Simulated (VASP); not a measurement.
# B18N19 (a cell with a defect) in VASP: notebook, part 2 of 2

VASP 6.6.1. Earlier steps stand in the parts before.

**3. Single point, r2SCAN+D3(BJ), collinear spin**

POSCAR reads:

```
B18N19
1.0
    7.5056650000      0.0000000000      0.0000000000
   -3.7528330000      6.5000970000      0.0000000000
    0.0000000000      0.0000000000      6.8546160000
B N
18 19
Direct
   -0.0086651680     -0.0191689447      0.7449724390
   -0.0006264861      0.0199843172      0.2488396141
   -0.0120841528      0.3117645783      0.7329951087
   -0.0069810698      0.3374257338      0.2539018962
   -0.0107334755      0.6452826781      0.7704735028
    0.0004072975      0.6728668818      0.2717001215
    0.3137908999     -0.0201689298      0.7458477616
    0.3176970183      0.0029384177      0.1853641400
    0.3261454068      0.3253643753      0.7641274143
    0.3284189464      0.3485640291      0.2567612832
    0.3137442497      0.6528825647      0.7766153494
    0.3337525702      0.6760052965      0.2078745184
    0.6638865621     -0.0060460636      0.7589630112
    0.6694867463      0.0100306195      0.1984793897
    0.6745741479      0.3187798582      0.7424485923
    0.6539666446      0.3506563056      0.3051812093
    0.6375681349      0.6383904732      0.7715676560
    0.6730886687      0.6748976208      0.2546750978
    0.2307894984      0.1280442430      0.2347177435
    0.1015798968      0.1958586156      0.7211053106
    0.2233174097      0.4610238893      0.2332442839
    0.0964568655      0.5303920849      0.7655716965
    0.2141949104      0.7846805978      0.2083267684
    0.0947496014      0.8673870559      0.7404499391
    0.5417950010      0.1333210874      0.1734159871
    0.4289479630      0.2040431089      0.7576937935
    0.5388124391      0.4610238893      0.3083323705
    0.4247607767      0.5458841614      0.7779866881
    0.5585403129      0.7898343671      0.2001425025
    0.4320998757      0.8880482860      0.7707360996
    0.8869229931      0.1262904231      0.2456592754
    0.7776129060      0.2112276171      0.7451620922
    0.8958788715      0.4630546283      0.3051666206
    0.7623071569      0.5342689501      0.7710862286
    0.8966531359      0.7884651568      0.2940937902
    0.7782075559      0.8738638823      0.7604802370
    0.5418797451      0.1435363195      0.4041510130
```

INCAR.step1 reads:

```
SYSTEM = B18N19
PREC = Accurate ; ENCUT = 520
ISMEAR = -1 ; SIGMA = 0.02
LREAL = Auto ; LASPH = .TRUE.
NELM = 150 ; ISPIN = 2
MAGMOM = 0 0 0 0 0 0 0 0 0 0 0 0 0 0 0 0 0 0 0 0 0 0 0 0 0 0 0 0 0 0 0 0 0 0 0 0 0.49 ; NBANDS = 102
GGA = PE ; ALGO = Normal
EDIFF = 1E-4 ; LWAVE = .TRUE.
LCHARG = .FALSE.
```

INCAR.step2 reads:

```
SYSTEM = B18N19
PREC = Accurate ; ENCUT = 520
EDIFF = 1E-6 ; ISMEAR = -1
SIGMA = 0.02 ; LREAL = Auto
LASPH = .TRUE. ; NELM = 150
ALGO = Normal ; ISIF = 2
LWAVE = .FALSE. ; LCHARG = .FALSE.
ISPIN = 2 ; MAGMOM = 0 0 0 0 0 0 0 0 0 0 0 0 0 0 0 0 0 0 0 0 0 0 0 0 0 0 0 0 0 0 0 0 0 0 0 0 0.49
LORBIT = 11 ; METAGGA = R2SCAN
LMIXTAU = .TRUE. ; IVDW = 12
VDW_S6 = 1.0 ; VDW_S8 = 0.78981345
VDW_A1 = 0.49484001 ; VDW_A2 = 5.73083694
NBANDS = 102 ; ISTART = 1
```

KPOINTS reads:

```
regular mesh
0
G
  2 2 1
  0 0 0
```

Potentials or basis: VASP PAW PBE potentials, release 64 (B, N).

Launch:

```bash
$ cat potpaw_PBE.64/B/POTCAR potpaw_PBE.64/N/POTCAR > POTCAR
$ cp INCAR.step1 INCAR
$ mpirun -np 1 vasp_std > vasp.out
$ cp INCAR.step2 INCAR
$ mpirun -np 1 vasp_std > vasp.out
```

Run time: 46 min. Hardware: 1 thread of Oxide Virtual Turin-like, shared host; peak memory 0.7 GiB.

It converged, with:

```
Free energy                                           : -348.8533 eV
Pressure                                              : -1.3 GPa
Largest force                                         : 6.375 eV/Å
Band gap on the k mesh                                : 1.80 eV
Net moment                                            : 1.00 μB per cell
Site moments                                          : B -0.00, +0.00, -0.02 (each value once); N +0.03, +0.01, +0.00, -0.00, +0.02, +0.58 (each value once) μB
Valence electrons inside the program's atomic spheres : B 2.31, 2.01, 2.21, 2.12, 2.10, 2.23, 2.25, 2.15, 2.09, 2.13, 2.03, 1.98, 2.14, 2.02, 2.07 (each value once); N 4.04, 4.03, 4.07, 4.09, 3.85, 3.96, 4.12, 4.00, 4.02, 4.19, 4.01, 3.99, 3.63 (each value once)
Dispersion energy per atom                            : -0.068 eV
```

Forces on the atoms (eV/Å):
```
B    0.425 -0.495 -0.712
B    2.968 -2.262  0.987
B    3.508  0.456  0.814
B   -0.341  4.995  0.695
B   -1.712  0.468 -1.142
B    0.495  1.820 -0.310
B   -0.546  2.541  0.259
B   -0.309  0.413  1.454
B   -0.167 -2.768 -1.482
B    0.619 -0.043 -0.213
B    0.499  2.088 -0.611
B   -0.859  1.357  0.339
B   -0.084 -2.785 -0.173
B   -1.613  0.217  0.561
B   -6.076 -0.286  1.906
B    1.431 -0.797  0.506
B    3.688  3.331 -0.229
B   -1.830  1.054  1.517
N   -4.030 -1.140 -0.443
N   -1.150  3.774  0.987
N   -1.429 -2.168  0.155
N   -0.645  1.198 -0.088
N    1.144 -0.326 -0.426
N    1.432 -1.298  0.873
N    3.896 -0.822  0.428
N    1.885  1.878 -0.221
N    2.282  1.631 -1.444
N    0.731 -1.252  0.165
N    1.040 -0.109  0.243
N    3.596 -3.698  0.012
N   -0.723 -2.246 -0.988
N   -0.400 -1.963 -0.404
N   -0.748 -3.627 -1.068
N    0.289  0.522 -0.253
N   -2.737  1.827 -2.207
N   -5.201 -1.578  0.486
N    0.671  0.090  0.029
```

Stress tensor (GPa, compression positive):
```
-2.71 -0.60  0.37
-0.60 -2.09 -0.06
 0.37 -0.06  0.94
```

Levels at points of the mesh, in eV from the valence-band top:
Spin up:
| k point | band 72 | band 73 | band 74 | band 75 | band 76 | band 77 | band 78 | band 79 |
| --- | --- | --- | --- | --- | --- | --- | --- | --- |
| (0.00, 0.00, 0.00) | -0.62 | -0.56 | -0.41 | 0.00 | 3.97 | 4.24 | 5.02 | 5.19 |
| (0.50, 0.00, 0.00) | -0.99 | -0.94 | -0.54 | -0.31 | 4.15 | 4.70 | 5.00 | 5.04 |
| (0.00, 0.50, 0.00) | -0.97 | -0.74 | -0.51 | -0.24 | 3.84 | 4.78 | 4.86 | 5.15 |
| (0.50, 0.50, 0.00) | -0.94 | -0.71 | -0.58 | -0.29 | 4.27 | 4.56 | 4.78 | 4.97 |
Spin down:
```csv
k point,band 72,band 73,band 74,band 75,band 76,band 77
"(0.00, 0.00, 0.00)",-0.52,-0.39,-0.05,1.92,4.17,4.26
"(0.50, 0.00, 0.00)",-0.96,-0.72,-0.17,1.80,4.26,4.71
"(0.00, 0.50, 0.00)",-0.95,-0.61,-0.10,2.03,3.90,4.79
"(0.50, 0.50, 0.00)",-0.92,-0.57,-0.23,1.88,4.35,4.59
```

Caveat: the k points lie up to 0.92 Å⁻¹ apart, too coarse for converged energies, forces and pressures; the PAW data sets were made with another functional, which shifts forces and pressure a little.
